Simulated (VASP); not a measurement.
Input of a VASP 6.6.1 run:

File INCAR:

```
SYSTEM = Ti3Nb
PREC = Accurate ; ENCUT = 520
EDIFF = 1E-6 ; ISMEAR = 0
SIGMA = 0.15 ; LREAL = .False.
LASPH = .True. ; NELM = 100
ALGO = Normal ; ISIF = 2
LWAVE = .False. ; LCHARG = .True.
GGA = CA ; LELF = .True.
LVHAR = .True. ; NBANDS = 32
```

KPOINTS

```
regular mesh
0
Gamma
  12 12 12
  0 0 0
```

Contents of POSCAR:

```
Ti3Nb
1.0
    3.9288706816      0.0000000000      0.0000000000
    0.0000000000      3.9288706816      0.0000000000
    0.0000000000      0.0000000000      3.8281304077
Ti Nb
3 1
Direct
    0.0000000000      0.5000000000      0.5000000000
    0.5000000000      0.0000000000      0.5000000000
    0.5000000000      0.5000000000      0.0000000000
    0.0000000000      0.0000000000      0.0000000000
```

Potentials or basis: VASP PAW LDA potentials, release 64 (Ti_sv, Nb_sv).

Launch:

```console
$ cat potpaw_LDA.64/Ti_sv/POTCAR potpaw_LDA.64/Nb_sv/POTCAR > POTCAR
$ mpirun -np 1 vasp_std > vasp.out
```

(1) Predict the pressure.

Results:

(1) 16.6 GPa.

Caveat: the cell differs from its parent crystal (strain -0.025 along x and y, -0.050 along z).
